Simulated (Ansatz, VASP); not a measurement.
## Zr: VASP beside Ansatz

INCAR

```
ALGO     = Fast           # electronic algorithm
EDIFF    = 1E-6           # SCF threshold, eV
EDIFFG   = -0.01          # ionic threshold
ENCUT    = 600            # plane-wave cutoff, eV
GGA      = PE             # functional
IBRION   = 2              # ionic algorithm
ISIF     = 3              # what is computed and relaxed
ISMEAR   = 0              # smearing method
LASPH    = True           # aspherical terms in the spheres
LCHARG   = False          # write CHGCAR
LREAL    = False          # projectors in reciprocal space
LWAVE    = False          # write WAVECAR
NELM     = 80             # most SCF steps
NSW      = 80             # ionic steps
PREC     = Accurate       # precision mode
SIGMA    = 0.1            # smearing width, eV
```

File KPOINTS:

```
k-points
0
Gamma
  18 18 8
```

POSCAR

```
Zr
1.0
    3.2325339349      0.0000000000      0.0000000000
   -1.6162669675      2.7994565062      0.0000000000
    0.0000000000      0.0000000000      5.1711459580
Zr
2
Direct
    0.3333333333      0.6666666667      0.2500000000
    0.6666666667      0.3333333333      0.7500000000
```

Input for Ansatz:

```yaml
crystal:
  lattice:
    - [3.2325339479, 0.0, 0.0]
    - [-1.6162669739, 2.7994565175, 0.0]
    - [0.0, 0.0, 5.1711459056]
  atoms:
    - { symbol: Zr, position: [0.3333333333, 0.6666666667, 0.25] }
    - { symbol: Zr, position: [0.6666666667, 0.3333333333, 0.75] }
basis:
  ecutwfc: 420
kpoints:
  mp_grid: { grid: [18, 18, 8] }
hamiltonian:
  xc: pbe
scf:
  occupations: { method: gaussian, width: 0.1 }
output:
  forces: true
  stress: true
  eigenvalues: true
relax:
  adjacent_minimum: "off"
  f_tol: 0.01
  max_steps: 60
  cell: { stress_tol: 0.1 }
```

Alike in both runs: task relaxation of cell and atoms; functional PBE; k mesh 18 × 18 × 8; occupations gaussian, width 0.1 eV; no spin polarisation.

```csv
,VASP,Ansatz
version,VASP 6.6.1,Ansatz 0.2.0
potentials or method,"VASP PAW PBE potentials, release 64 (Zr_sv), cutoff 600 eV","scalar-relativistic, plane waves, PAW"
valence electrons in the cell,24,24
```

|  | VASP | Ansatz | Ansatz less VASP |
| --- | --- | --- | --- |
| gap on the k mesh at the Fermi level, each at its own relaxed structure (eV) | none | none | - |
| relaxed volume (Å³/atom) | 23.40 | 23.40 | 0.000 |
| relaxed cell length with the largest relative difference (Å) | 3.233 | 3.233 | 0.0000 |

A gap of «none» marks a metal or a gap that the smearing closes.

Noted on VASP's run: the relaxation stopped at its first step, so nothing moved.
